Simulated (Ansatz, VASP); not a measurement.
## Two plane-wave programs on BN

The input INCAR:

```
ALGO = Normal ; EDIFF = 1E-6
ENCUT = 520 ; GGA = PS
ISIF = 2 ; ISMEAR = 0
LASPH = T ; LCHARG = F
LREAL = F ; LWAVE = F
NBANDS = 11 ; NELM = 80
PREC = Accurate ; SIGMA = 0.05
```

KPOINTS

```
k-points
0
Gamma
  12 12 12
```

Contents of POSCAR:

```
BN
1.0
    1.2511217832      0.7223354983      3.3729344033
   -1.2511217832      0.7223354983      3.3729344033
    0.0000000000     -1.4446709967      3.3729344033
B N
1 1
Direct
    1.0115303100      1.0115303100      1.0115303100
    0.3236094491      0.3236094491      0.3236094491
```

Input for Ansatz:

```yaml
crystal:
  lattice:
    - [1.2511217832, 0.7223354983, 3.3729344033]
    - [-1.2511217832, 0.7223354983, 3.3729344033]
    - [0.0, -1.4446709967, 3.3729344033]
  atoms:
    - { symbol: B, position: [1.01153031, 1.01153031, 1.01153031] }
    - { symbol: "N", position: [0.3236094491, 0.3236094491, 0.3236094491] }
basis:
  ecutwfc: 420
kpoints:
  mp_grid: { grid: [12, 12, 12] }
hamiltonian:
  xc: pbesol
scf:
  occupations: { method: gaussian, width: 0.05 }
output:
  forces: true
  stress: true
  eigenvalues: true
```

Change from the starting cell: mode 4 (749.1 1/cm) frozen in, largest displacement +0.120 Å.

Alike in both runs: task single point; functional PBEsol; k mesh 12 × 12 × 12; occupations gaussian, width 0.05 eV; no spin polarisation.

|  | VASP | Ansatz |
| --- | --- | --- |
| version | VASP 6.6.1 | Ansatz 0.2.0 |
| potentials or method | VASP PAW PBE potentials, release 64 (B, N), cutoff 520 eV | scalar-relativistic, plane waves, PAW |
| valence electrons in the cell | 8 | 8 |

```csv
,VASP,Ansatz,Ansatz less VASP
gap on the k mesh at the Fermi level (eV),4.25,4.26,+0.010
least direct gap on the mesh (eV),4.62,4.63,+0.008
pressure (GPa),-2.3,-2.6,-0.33
"traceless stress, the component that is largest in VASP (GPa)",-4.53,-4.05,+0.483
rms of the force components (eV/Å),1.559,1.558,-0.0009
```

VASP's potentials were made for PBE, not for PBEsol. Atom by atom the forces differ by 0.001 eV/Å (rms over components).
